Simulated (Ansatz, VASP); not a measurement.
**One calculation of Si, two programs**

File INCAR:

```
SYSTEM = Si
ALGO = Normal
EDIFF = 1E-7
ENCUT = 520
GGA = PE
ISIF = 2
ISMEAR = 0
LASPH = .TRUE.
LCHARG = .TRUE.
LELF = .TRUE.
LREAL = .FALSE.
LVHAR = .TRUE.
LWAVE = .FALSE.
NBANDS = 26
NELM = 60
PREC = Accurate
SIGMA = 0.1
```

Contents of KPOINTS:

```
k-points
0
G
  4 4 4
  0 0 0
```

Contents of POSCAR:

```
Si
1.0
    5.5443959600      0.0000000000      0.0000000000
    0.0000000000      4.2680247900      0.0000000000
    0.0000000000      0.0000000000      4.5226429000
Si
8
Direct
    0.4086137200      0.2500000000      0.0000000000
    0.5913862800      0.7500000000      0.5000000000
    0.5913862800      0.7500000000      0.0000000000
    0.4086137200      0.2500000000      0.5000000000
    0.9160691800      0.5096841400      0.2500000000
    0.0839308200      0.4903158600      0.7500000000
    0.0839308200      0.0096841400      0.2500000000
    0.9160691800      0.9903158600      0.7500000000
```

Input for Ansatz:

```yaml
crystal:
  lattice:
    - [5.54439596, 0.0, 0.0]
    - [0.0, 4.26802479, 0.0]
    - [0.0, 0.0, 4.5226429]
  atoms:
    - { symbol: Si, position: [0.40861372, 0.25, 0.0] }
    - { symbol: Si, position: [0.59138628, 0.75, 0.5] }
    - { symbol: Si, position: [0.59138628, 0.75, 0.0] }
    - { symbol: Si, position: [0.40861372, 0.25, 0.5] }
    - { symbol: Si, position: [0.91606918, 0.50968414, 0.25] }
    - { symbol: Si, position: [0.08393082, 0.49031586, 0.75] }
    - { symbol: Si, position: [0.08393082, 0.00968414, 0.25] }
    - { symbol: Si, position: [0.91606918, 0.99031586, 0.75] }
basis:
  ecutwfc: 420
kpoints:
  mp_grid: { grid: [4, 4, 4] }
hamiltonian:
  xc: pbe
scf:
  occupations: { method: gaussian, width: 0.1 }
  lower_state_search: "off"
output:
  forces: true
  stress: true
  eigenvalues: true
```

Alike in both runs: task single point; functional PBE; k mesh 4 × 4 × 4; occupations gaussian, width 0.1 eV; no spin polarisation.

|  | VASP | Ansatz |
| --- | --- | --- |
| version | VASP 6.6.1 | Ansatz 0.2.0 |
| potentials or method | VASP PAW PBE potentials, release 64 (Si), cutoff 520 eV | scalar-relativistic, plane waves, PAW |
| valence electrons in the cell | 32 | 32 |

```csv
,VASP,Ansatz,Ansatz less VASP
gap on the k mesh at the Fermi level (eV),none,none,-
rms of the force components (eV/Å),0.462,0.467,+0.0050
```

Atom by atom the forces differ by 0.005 eV/Å (rms over components). A gap of «none» marks a metal or a gap that the smearing closes.

The k mesh is coarse, so the values compare programs but aren't converged.
